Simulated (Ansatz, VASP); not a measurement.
Fe in VASP and in Ansatz

Contents of INCAR:

```
SYSTEM = Fe
PREC = Accurate
ENCUT = 520
EDIFF = 1E-6
ISMEAR = 0
SIGMA = 0.15
LREAL = .False.
LASPH = .True.
NELM = 150
ALGO = Normal
ISIF = 2
LWAVE = .False.
LCHARG = .False.
ISPIN = 2
MAGMOM = 2.44
LORBIT = 11
LMAXMIX = 4
GGA = PE
NBANDS = 14
```

Contents of KPOINTS:

```
regular mesh
0
Gamma
  12 12 12
  0 0 0
```

File POSCAR:

```
Fe
1.0
   -1.3479626841      1.3479626841      1.6867057066
    1.3479626841     -1.3479626841      1.6867057066
    1.3479626841      1.3479626841     -1.6867057066
Fe
1
Direct
    0.0000000000      0.0000000000      0.0000000000
```

Input for Ansatz:

```yaml
crystal:
  lattice:
    - [-1.3479626841, 1.3479626841, 1.6867057066]
    - [1.3479626841, -1.3479626841, 1.6867057066]
    - [1.3479626841, 1.3479626841, -1.6867057066]
  atoms:
    - { symbol: Fe, position: [0.0, 0.0, 0.0], spin: 2.44 }
basis:
  ecutwfc: 520.0
kpoints:
  mp_grid: { grid: [12, 12, 12] }
hamiltonian:
  xc: pbe
scf:
  occupations: { method: gaussian, width: 0.15 }
output:
  forces: true
  stress: true
  eigenvalues: true
  populations: true
magnetization:
  spin_polarized: true
```

Alike in both runs: task single point; functional PBE; k mesh 12 × 12 × 12; occupations gaussian, width 0.15 eV; collinear spin.

```csv
,VASP,Ansatz
version,VASP 6.6.1,Ansatz 0.2.0
potentials or method,"VASP PAW PBE potentials, release 64 (Fe), cutoff 520 eV","scalar-relativistic, plane waves, PAW"
valence electrons in the cell,8,16
```

```csv
,VASP,Ansatz,Ansatz less VASP
gap on the k mesh at the Fermi level (eV),none,none,-
pressure (GPa),-6.0,-6.1,-0.11
"traceless stress, the component that is largest in VASP (GPa)",-7.46,-7.59,-0.123
net moment per atom (μB),2.51,2.50,-0.013
size of the moment on the site where the two differ most (μB),2.52,2.55,+0.031
```

Site moments also hang on the region over which each program counts them. A gap of «none» marks a metal or a gap that the smearing closes. VASP's potentials hold 8 valence electrons a cell and Ansatz's 16, so a difference there can come from the potentials and not from the codes.
